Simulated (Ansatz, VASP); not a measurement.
# Two plane-wave programs on HfWF3

```
Hf W F
1.0
     4.23446    0.00000    0.00000
     0.00000    4.23446    0.00000
     0.00000    0.00000    4.23446
Hf W F
1 1 3
Direct
  0.50000 0.50000 0.50000
  0.00000 0.00000 0.00000
  0.50000 0.00000 0.00000
  0.00000 0.50000 0.00000
  0.00000 0.00000 0.50000
```

Change from the starting cell: species swapped into the DyRu3C type (Pm-3m, No. 221).

Alike in both runs: functional PBE; k mesh 4 × 4 × 4; occupations gaussian, width 0.1 eV; no spin polarisation.

Ansatz relaxed the structure, and its values are those at the end. VASP's run is a single point on that final structure, the one shown.

|  | VASP | Ansatz |
| --- | --- | --- |
| version | VASP 6.6.1 | Ansatz 0.2.0 |
| potentials or method | VASP PAW PBE potentials, release 64 (Hf_pv, W_sv, F), cutoff 520 eV | scalar-relativistic, plane waves, PAW |
| valence electrons in the cell | 45 | 61 |

VASP gave:

| Item | Value |
| --- | --- |
| gap on the k mesh at the Fermi level (eV) | none |
| pressure (GPa) | 0.6 |

Problem. Which values does Ansatz return?

Solution. gap on the k mesh at the Fermi level (eV): none; pressure (GPa): 0.4.

A gap of «none» marks a metal or a gap that the smearing closes. VASP's potentials hold 45 valence electrons a cell and Ansatz's 61, so a difference there can come from the potentials and not from the codes.

The k mesh is coarse, so the values compare programs but aren't converged. Neither program's run includes spin-orbit coupling.
